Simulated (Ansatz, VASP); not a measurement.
# SiCl: VASP beside Ansatz

File INCAR:

```
ALGO = Normal ; EDIFF = 1E-7
EDIFFG = -0.01 ; ENCUT = 600
GGA = PE ; IBRION = 2
ISIF = 3 ; ISMEAR = 0
LASPH = True ; LCHARG = False
LREAL = False ; LWAVE = False
NELM = 100 ; NSW = 100
PREC = Accurate ; SIGMA = 0.1
```

KPOINTS

```
k-points
0
Gamma
  16 16 16
```

Contents of POSCAR:

```
SiCl
1.0
    3.4021957400      0.0000000000      0.0000000000
    0.0000000000      3.4021957400      0.0000000000
    0.0000000000      0.0000000000      3.4021957400
Si Cl
1 1
Direct
    0.0000000000      0.0000000000      0.0000000000
    0.5000000000      0.5000000000      0.5000000000
```

Input for Ansatz:

```yaml
crystal:
  lattice:
    - [3.40219574, 0.0, 0.0]
    - [0.0, 3.40219574, 0.0]
    - [0.0, 0.0, 3.40219574]
  atoms:
    - { symbol: Si, position: [0.0, 0.0, 0.0] }
    - { symbol: Cl, position: [0.5, 0.5, 0.5] }
basis:
  ecutwfc: 420
kpoints:
  mp_grid: { grid: [16, 16, 16] }
hamiltonian:
  xc: pbe
scf:
  occupations: { method: gaussian, width: 0.1 }
output:
  forces: true
  stress: true
  eigenvalues: true
  write_density: true
  write_potential: true
  elf: true
  volumetric_format: npy
relax:
  adjacent_minimum: "off"
  f_tol: 0.01
  max_steps: 80
  cell: { stress_tol: 0.05 }
```

Change from the starting cell: species swapped into the ZnAg type (Pm-3m, No. 221).

Alike in both runs: task relaxation of cell and atoms; functional PBE; k mesh 16 × 16 × 16; occupations gaussian, width 0.1 eV; no spin polarisation.

|  | VASP | Ansatz |
| --- | --- | --- |
| version | VASP 6.6.1 | Ansatz 0.2.0 |
| potentials or method | VASP PAW PBE potentials, release 64 (Si, Cl), cutoff 600 eV | scalar-relativistic, plane waves, PAW |
| valence electrons in the cell | 11 | 11 |

```tsv
	VASP	Ansatz	Ansatz less VASP
gap on the k mesh at the Fermi level, each at its own relaxed structure (eV)	none	none	-
relaxed volume (Å³/atom)	19.47	19.46	-0.009
relaxed cell length with the largest relative difference (Å)	3.389	3.389	-0.0005
```

A gap of «none» marks a metal or a gap that the smearing closes.
